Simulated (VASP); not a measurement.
Write the native input for VASP 6.6.1 that does the following.

```yaml
Task: single point
Functional: PBE
Potentials_or_basis: VASP PAW PBE potentials, release 64 (Be)
Cutoff: 520 eV
k_mesh: 28 × 28 × 28
Occupations: fermi-dirac, width 0.1 eV
Spin: no spin polarisation
Dipole_correction: no
Further_INCAR_settings: ALGO = Normal; EDIFF = 1e-06; NBANDS = 7
```

The structure of Be lies in POSCAR:

```
Be
1.0
    0.0000000000      1.5791920170      1.5791920170
    1.5791920170      0.0000000000      1.5791920170
    1.5791920170      1.5791920170      0.0000000000
Be
1
Direct
    0.0000000000      0.0000000000      0.0000000000
```

One way to write it, as run:

INCAR

```
SYSTEM = Be
PREC = Accurate
ENCUT = 520
EDIFF = 1E-6
ISMEAR = -1
SIGMA = 0.1
LREAL = .False.
LASPH = .True.
NELM = 60
ALGO = Normal
ISIF = 2
LWAVE = .False.
LCHARG = .True.
GGA = PE
LELF = .True.
LVHAR = .True.
NBANDS = 7
```

KPOINTS

```
Automatic mesh
0
Gamma
  28 28 28
  0 0 0
```

Potentials or basis: VASP PAW PBE potentials, release 64 (Be).

The run is started by

```bash
$ cat potpaw_PBE.64/Be/POTCAR > POTCAR
$ mpirun -np 1 vasp_std > vasp.out
```

It gave:

```
Pressure               : 0.2 GPa
Band gap on the k mesh : zero (band 1 reaches 8.51 eV, above the bottom of band 2 at 7.26 eV)
```

Wall time 15 s on 1 thread of Intel(R) Xeon(R) Platinum 8488C (Sapphire Rapids) (shared host), peak memory 0.14 GiB.
